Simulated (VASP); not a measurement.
# Cu (I4/mmm) in VASP: further runs

Cu is run at these levels: r2SCAN; tasks: single point.

All numbers are computed with VASP 6.6.1; they aren't measurements. Logs are shortened: lines on timing, memory, paths and dates and some standing lists are left out, and cuts for length are marked.

### 1 The cell of the first run

The structure is tetragonal, space group I4/mmm (No. 139). Conventional cell: a = 2.595 Å, b = 2.595 Å, c = 3.723 Å, α = 90.00°, β = 90.00°, γ = 90.00°. Cu (site symmetry 4/mmm) has 12 Cu at 2.59 to 2.61 Å within 3.4 Å.

### 2 Single point, r2SCAN (strain +0.015 along x and y, +0.030 along z)

File POSCAR:

```
Cu
1.0
    0.0000000000      1.8346125000      1.8617250000
    1.8346125000      0.0000000000      1.8617250000
    1.8346125000      1.8346125000      0.0000000000
Cu
1
Direct
    0.0000000000      0.0000000000      0.0000000000
```

File INCAR.step1:

```
SYSTEM = Cu
PREC = Accurate
ENCUT = 520
ISMEAR = 0
SIGMA = 0.15
LREAL = .FALSE.
LASPH = .TRUE.
NELM = 60
NBANDS = 12
GGA = PE
ALGO = Normal
EDIFF = 1E-4
LWAVE = .TRUE.
LCHARG = .FALSE.
```

File INCAR.step2:

```
SYSTEM = Cu
PREC = Accurate
ENCUT = 520
EDIFF = 1E-6
ISMEAR = 0
SIGMA = 0.15
LREAL = .FALSE.
LASPH = .TRUE.
NELM = 60
ALGO = Normal
ISIF = 2
LWAVE = .FALSE.
LCHARG = .FALSE.
METAGGA = R2SCAN
LMIXTAU = .TRUE.
NBANDS = 12
ISTART = 1
```

File KPOINTS:

```
regular mesh
0
G
  22 22 22
  0 0 0
```

Potentials or basis: VASP PAW PBE potentials, release 64 (Cu).

On the command line:

```bash
cat potpaw_PBE.64/Cu/POTCAR > POTCAR
cp INCAR.step1 INCAR
mpirun -np 1 vasp_std > vasp.out
cp INCAR.step2 INCAR
mpirun -np 1 vasp_std > vasp.out
```

OUTCAR:

```text
SYSTEM = Cu
   PREC = Accurate
   ENCUT = 520
   EDIFF = 1E-6
   ISMEAR = 0
   LREAL = .FALSE.
   LASPH = .TRUE.
   NELM = 60
   ISIF = 2
   METAGGA = R2SCAN
   ISTART = 1

 ion  position               nearest neighbor table
   1  0.000  0.000  0.000-

  LATTYP: Found a body centered tetragonal cell.
 ALAT       =     2.5945338792
 C/A-ratio  =     1.4351132702

  Lattice vectors:

 A1 = (  -1.8346125000,   0.0000000000,   1.8617250000)
 A2 = (   1.8346125000,   0.0000000000,   1.8617250000)
 A3 = (   0.0000000000,   1.8346125000,  -1.8617250000)

Analysis of symmetry for initial positions (statically):
=====================================================================
 Subroutine PRICEL returns:
 Original cell was already a primitive cell.

 Routine SETGRP: Setting up the symmetry group for a
 body centered tetragonal supercell.

 Subroutine GETGRP returns: Found 16 space group operations
 (whereof 16 operations were pure point group operations)
 out of a pool of 16 trial point group operations.

The static configuration has the point symmetry D_4h.

Analysis of symmetry for dynamics (positions and initial velocities):
=====================================================================
 Subroutine PRICEL returns:
 Original cell was already a primitive cell.

 Routine SETGRP: Setting up the symmetry group for a
 body centered tetragonal supercell.

 Subroutine GETGRP returns: Found 16 space group operations
 (whereof 16 operations were pure point group operations)
 out of a pool of 16 trial point group operations.

The dynamic configuration has the point symmetry D_4h.

 Subroutine INISYM returns: Found 16 space group operations
 (whereof 16 operations are pure point group operations),
 and found     1 'primitive' translations

----------------------------------------------------------------------------------------

                                     Primitive cell

  volume of cell :      12.5324

  direct lattice vectors                    reciprocal lattice vectors
     0.000000000  1.834612500  1.861725000    -0.272537116  0.272537116  0.268568129
     1.834612500  0.000000000  1.861725000     0.272537116 -0.272537116  0.268568129
     1.834612500  1.834612500  0.000000000     0.272537116  0.272537116 -0.268568129

  length of vectors
     2.613775622  2.613775622  2.594533879     0.469767814  0.469767814  0.469767814

  position of ions in fractional coordinates (direct lattice)
     0.000000000  0.000000000  0.000000000

  ion indices of the primitive-cell ions
   primitive index   ion index
                 1           1

----------------------------------------------------------------------------------------

 KPOINTS: regular mesh

Automatic generation of k-mesh.
 Grid dimensions read from file:
 generate k-points for:   22   22   22

 Generating k-lattice:

  Cartesian coordinates                     Fractional coordinates (reciprocal lattice)
    -0.012388051  0.012388051  0.012207642     0.045454545  0.000000000  0.000000000
     0.012388051 -0.012388051  0.012207642     0.000000000  0.045454545  0.000000000
     0.012388051  0.012388051 -0.012207642     0.000000000  0.000000000  0.045454545

  Length of vectors
     0.021353082  0.021353082  0.021353082

  Shift w.r.t. Gamma in fractional coordinates (k-lattice)
     0.000000000  0.000000000  0.000000000

 Subroutine IBZKPT returns following result:
 ===========================================

 Found    834 irreducible k-points:

 Following reciprocal coordinates:
            Coordinates               Weight
  0.000000  0.000000  0.000000      1.000000
  0.045455 -0.000000  0.000000      8.000000
  0.090909 -0.000000  0.000000      8.000000
  0.136364 -0.000000  0.000000      8.000000
  0.181818 -0.000000  0.000000      8.000000
  0.227273 -0.000000  0.000000      8.000000
[... 16 lines left out ...]
  0.500000  0.045455  0.000000      8.000000
 -0.454545  0.045455  0.000000      8.000000
 [... further k-points ...]
   k-points           NKPTS =    834   k-points in BZ     NKDIM =    834   number of bands    NBANDS=     12
   number of dos      NEDOS =    301   number of ions     NIONS =      1
   total plane-waves  NPLWV =   8000
   dimension x,y,z NGX =    20 NGY =   20 NGZ =   20
   dimension x,y,z NGXF=    40 NGYF=   40 NGZF=   40
   ions per type =               1
   NGX,Y,Z   is equivalent  to a cutoff of  12.72, 12.72, 12.82 a.u.
   NGXF,Y,Z  is equivalent  to a cutoff of  25.44, 25.44, 25.63 a.u.
 SYSTEM =  Cu
   PREC   = accura    normal or accurate (medium, high low for compatibility)
   ISTART =      1    job   : 0-new  1-cont  2-samecut
   ICHARG =      0    charge: 1-file 2-atom 10-const
   ISPIN  =      1    spin polarized calculation?
   LNONCOLLINEAR =      F non collinear calculations
   LSORBIT =      F    spin-orbit coupling
   LASPH  =      T    aspherical Exc in radial PAW
   ENCUT  =  520.0 eV  38.22 Ry    6.18 a.u.   4.86  4.86  4.82*2*pi/ulx,y,z
   NELM   =     60;   NELMIN=  2; NELMDL=  0     # of ELM steps
   EDIFF  = 0.1E-05   stopping-criterion for ELM
   LREAL  =      F    real-space projection
   EDIFFG = 0.1E-04   stopping-criterion for IOM
   NSW    =      0    number of steps for IOM
   IBRION =     -1    ionic relax: 0-MD 1-quasi-New 2-CG
   NFREE  =      0    steps in history (QN), initial steepest desc. (CG)
   ISIF   =      2    stress and relaxation
   ISYM   =      2    0-nonsym 1-usesym 2-fastsym
   POTIM  = 0.5000    time-step for ionic-motion
   TEBEG  =    0.0;   TEEND  =   0.0 temperature during run
   PSTRESS=    0.0 pullay stress
   NELECT =      11.0000    total number of electrons
   NUPDOWN=      -1.0000    fix difference up-down
   EMIN   =  10.00;   EMAX   =-10.00  energy-range for DOS
   EFERMI =   0.00;   METHOD = LEGACY
   ISMEAR =     0;   SIGMA  =   0.15  broadening in eV -4-tet -1-fermi 0-gaus
   EFERMI_NEDOS =   21; number of points for ismear=-14 and -15
   IALGO  =     38    algorithm
   IMIX   =      4    mixing-type and parameters
     AMIX     =   0.40;   BMIX     =  1.00
     AMIX_MAG =   1.60;   BMIX_MAG =  1.00
  volume/ion in A,a.u.               =      12.53        84.57
  Fermi-wavevector in a.u.,A,eV,Ry     =   1.567452  2.962055 33.428243  2.456907
  Thomas-Fermi vector in A             =   2.669630
   LORBIT       =      0    0 simple, 1 ext, 2 COOP (PROOUT), +10 PAW based schemes
   METAGGA = R2SCAN    functional components
   LHFCALC =     F    Hartree Fock is set to
   AEXX    =    0.0000 exact exchange contribution
   IVDW    =     0    specifies the selected vdW correction
   LEPSILON=     F    determine dielectric tensor
   LRPA    =     F    only Hartree local field effects (RPA)
 non-spin polarized calculation
 Gauss-broadening in eV      SIGMA  =   0.15
  energy-cutoff  :      520.00
  volume of cell :       12.53
 maximum number of plane-waves:       348
   NGX =  9   NGY =  9   NGZ =  9

 number of electron      10.9999988 magnetization

 Free energy of the ion-electron system (eV)
  ---------------------------------------------------
  ext. energy  EPLUGINS =         0.00000000
  ---------------------------------------------------
  free energy    TOTEN  =       -10.78987387 eV

  energy without entropy =      -10.78719926  energy(sigma->0) =      -10.78853656

 E-fermi :   6.6838     XC(G=0): -13.3487

 val. band max:        6.6836169615   @ k =  -0.4545   0.0909   0.0000
 cond. band min:       6.6907812153   @ k =   0.5000   0.2727   0.0909
 fundamental gap:      0.0071642538
 Fermi energy:         6.6837894796

 k-point     1 :       0.0000    0.0000    0.0000
  band No.  band energies     occupation
      1      -2.5149      2.00000
      2       3.6937      2.00000
      3       3.7602      2.00000
      4       3.7603      2.00000
      5       4.4453      2.00000
      6       4.5100      2.00000
      7      29.5819      0.00000
      8      32.1178      0.00000
      9      32.1574      0.00000
     10      32.1576      0.00000
     11      34.4869      0.00000
     12      34.5024      0.00000

 k-point     2 :       0.0455   -0.0000    0.0000
  band No.  band energies     occupation
      1      -2.4398      2.00000
      2       3.6954      2.00000
      3       3.7570      2.00000
      4       3.7737      2.00000
      5       4.4406      2.00000
      6       4.5041      2.00000
      7      29.1436      0.00000
      8      31.0249      0.00000
      9      31.8397      0.00000
     10      31.8797      0.00000
     11      34.8787      0.00000
     12      34.9053      0.00000

 k-point     3 :       0.0909   -0.0000    0.0000
  band No.  band energies     occupation
      1      -2.2161      2.00000
      2       3.6718      2.00000
      3       3.7747      2.00000
      4       3.8105      2.00000
      5       4.4298      2.00000
      6       4.4897      2.00000
      7      27.3550      0.00000
      8      30.3585      0.00000
      9      31.2653      0.00000
     10      31.3329      0.00000
     11      35.7548      0.00000
     12      35.7877      0.00000
[... 286 lines left out ...]
 k-point    23 :       0.5000    0.0455    0.0000
  band No.  band energies     occupation
      1       1.8262      2.00000
      2       3.6402      2.00000
      3       3.7518      2.00000
      4       4.7772      2.00000
      5       5.0046      2.00000
      6       6.0854      2.00000
      7      10.4635      0.00000
      8      27.0821      0.00000
      9      28.4777      0.00000
     10      28.5481      0.00000
     11      32.6450      0.00000
     12      32.8276      0.00000

 k-point    24 :      -0.4545    0.0455    0.0000
  band No.  band energies     occupation
      1       1.8138      2.00000
      2       3.6473      2.00000
      3       3.7516      2.00000
      4       4.7663      2.00000
      5       4.9776      2.00000
      6       5.9793      2.00000
      7      10.6503      0.00000
      8      26.7873      0.00000
      9      28.6429      0.00000
     10      28.9107      0.00000
     11      32.4847      0.00000
     12      32.8740      0.00000

 [... further k-points ...]
[... 5 lines left out ...]
  --------------------------------------------------------------------------------------
  -------------------------------------------------------------------------------------
  Total       -0.8624091     -0.8624091     -0.9179938      0.0000000     -0.0000000      0.0000000
  in kB     -110.2528184   -110.2528184   -117.3589194      0.0000000     -0.0000000      0.0000000
  external PRESSURE =    -112.6215187 kB  Pullay stress =       0.0000000 kB

 VOLUME and BASIS-vectors are now :
 -----------------------------------------------------------------------------
  energy-cutoff  :      520.00
  volume of cell :       12.53
      direct lattice vectors                 reciprocal lattice vectors
     0.000000000  1.834612500  1.861725000    -0.272537116  0.272537116  0.268568129
     1.834612500  0.000000000  1.861725000     0.272537116 -0.272537116  0.268568129
     1.834612500  1.834612500  0.000000000     0.272537116  0.272537116 -0.268568129

 POSITION                                       TOTAL-FORCE (eV/Angst)
 -----------------------------------------------------------------------------------
      0.00000      0.00000      0.00000         0.000000     -0.000000      0.000000
 -----------------------------------------------------------------------------------
    total drift:                                0.000000      0.000000      0.000000

  FREE ENERGIE OF THE ION-ELECTRON SYSTEM (eV)
  ---------------------------------------------------
  free  energy   TOTEN  =       -10.7898738670 eV

  energy  without entropy=      -10.7871992629  energy(sigma->0) =      -10.78853656
```

It took 7.8 min on 1 thread of Intel Xeon Platinum 8259CL at 2.50GHz (Skylake/Cascade Lake), shared host; peak memory 0.23 GiB.

Results:

```
Free energy            : -10.7899 eV
Pressure               : -11.3 GPa
Band gap on the k mesh : zero (an odd number of electrons rules out a gap without spin polarisation)
```

Caveat: the cell differs from its parent crystal (strain +0.015 along x and y, +0.030 along z); the cell stands under tension; the PAW data sets were made with another functional, which shifts forces and pressure a little.

### 3 Single point, r2SCAN (strain +0.030 along x and y, +0.015 along z)

File POSCAR:

```
Cu
1.0
    0.0000000000      1.8617250000      1.8346125000
    1.8617250000      0.0000000000      1.8346125000
    1.8617250000      1.8617250000      0.0000000000
Cu
1
Direct
    0.0000000000      0.0000000000      0.0000000000
```

File INCAR.step1:

```
ALGO     = Normal         # electronic algorithm
EDIFF    = 1E-4           # SCF threshold, eV
ENCUT    = 520            # plane-wave cutoff, eV
GGA      = PE             # functional
ISMEAR   = 0              # smearing method
LASPH    = T              # aspherical terms in the spheres
LCHARG   = F              # write CHGCAR
LREAL    = F              # projectors in reciprocal space
LWAVE    = T              # write WAVECAR
NBANDS   = 12             # bands
NELM     = 80             # most SCF steps
PREC     = Accurate       # precision mode
SIGMA    = 0.15           # smearing width, eV
```

File INCAR.step2:

```
ALGO     = Normal         # electronic algorithm
EDIFF    = 1E-7           # SCF threshold, eV
ENCUT    = 520            # plane-wave cutoff, eV
ISIF     = 2              # what is computed and relaxed
ISMEAR   = 0              # smearing method
ISTART   = 1            
LASPH    = T              # aspherical terms in the spheres
LCHARG   = T              # write CHGCAR
LELF     = T              # ELF
LMIXTAU  = T            
LREAL    = F              # projectors in reciprocal space
LVHAR    = T            
LWAVE    = F              # write WAVECAR
METAGGA  = R2SCAN         # meta-GGA
NBANDS   = 12             # bands
NELM     = 80             # most SCF steps
PREC     = Accurate       # precision mode
SIGMA    = 0.15           # smearing width, eV
```

File KPOINTS:

```
k-points
0
Gamma
  22 22 22
```

Potentials or basis: VASP PAW PBE potentials, release 64 (Cu).

On the command line:

```bash
cat potpaw_PBE.64/Cu/POTCAR > POTCAR
cp INCAR.step1 INCAR
mpirun -np 1 vasp_std > vasp.out
cp INCAR.step2 INCAR
mpirun -np 1 vasp_std > vasp.out
```

It took 8.6 min on 1 thread of Intel Xeon Platinum 8259CL at 2.50GHz (Skylake/Cascade Lake), shared host; peak memory 0.23 GiB.

The run converged. Its results:

```
Free energy            : -10.7763 eV
Pressure               : -12.7 GPa
Band gap on the k mesh : zero (an odd number of electrons rules out a gap without spin polarisation)
```

Stress tensor (GPa, compression positive):
```
-12.87   0.00   0.00
  0.00 -12.87   0.00
  0.00   0.00 -12.24
```

Levels at points of the mesh, in eV from the Fermi level:
| k point | band 4 | band 5 | band 6 | band 7 | band 8 | band 9 |
| --- | --- | --- | --- | --- | --- | --- |
| (0.00, 0.00, 0.00) | -2.86 | -2.21 | -2.15 | 22.77 | 25.21 | 25.21 |
| (0.50, 0.00, 0.00) | -1.67 | -1.64 | -0.81 | 3.61 | 21.24 | 21.74 |
| (0.50, 0.50, 0.00) | -1.51 | -1.51 | 1.86 | 7.19 | 12.95 | 12.95 |
| (0.50, 0.00, 0.50) | -1.54 | -1.50 | 1.55 | 6.81 | 13.29 | 13.32 |

Caveat: the cell differs from its parent crystal (strain +0.030 along x and y, +0.015 along z); the cell stands under tension; the PAW data sets were made with another functional, which shifts forces and pressure a little.
